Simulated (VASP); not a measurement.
## K3SBr: single point with r2SCAN

Crystal: K3SBr.

```
Br S K
1.0
     5.95515    0.00000    0.00000
     0.00000    5.95515    0.00000
     0.00000    0.00000    5.95515
Br S K
1 1 3
Direct
  0.00000 0.00000 0.00000
  0.50000 0.50000 0.50000
  0.50000 0.50000 0.00000
  0.50000 0.00000 0.50000
  0.00000 0.50000 0.50000
```

```json
{
  "Program": "VASP 6.6.1",
  "Task": "single point",
  "Functional": "r2SCAN",
  "Potentials or basis": "VASP PAW PBE potentials, release 64 (Br, S, K_sv)",
  "Cutoff": "520 eV",
  "k mesh": "4 × 4 × 4",
  "Occupations": "gaussian, width 0.01 eV",
  "Spin": "no spin polarisation"
}
```

```yaml
Pressure: 0.0 GPa
Band_gap_on_the_k_mesh: 2.15 eV
```

Levels at points of the mesh, in eV from the valence-band top:
| k point | band 18 | band 19 | band 20 | band 21 | band 22 | band 23 |
| --- | --- | --- | --- | --- | --- | --- |
| (0.00, 0.00, 0.00) | 0.00 | 0.00 | 0.00 | 2.15 | 4.28 | 4.28 |
| (0.50, 0.00, 0.00) | -0.72 | -0.09 | -0.09 | 3.52 | 4.11 | 4.99 |
| (0.50, 0.50, 0.00) | -0.68 | -0.68 | -0.14 | 4.11 | 4.78 | 5.15 |
| (0.50, 0.50, 0.50) | -0.81 | -0.81 | -0.81 | 5.15 | 5.21 | 5.21 |

It took 2.5 min on 1 thread of Intel(R) Xeon(R) 6975P-C (Granite Rapids), with other jobs on the host, peak memory 0.39 GiB.

Caveat: the PAW data sets were made with another functional, which shifts forces and pressure a little.
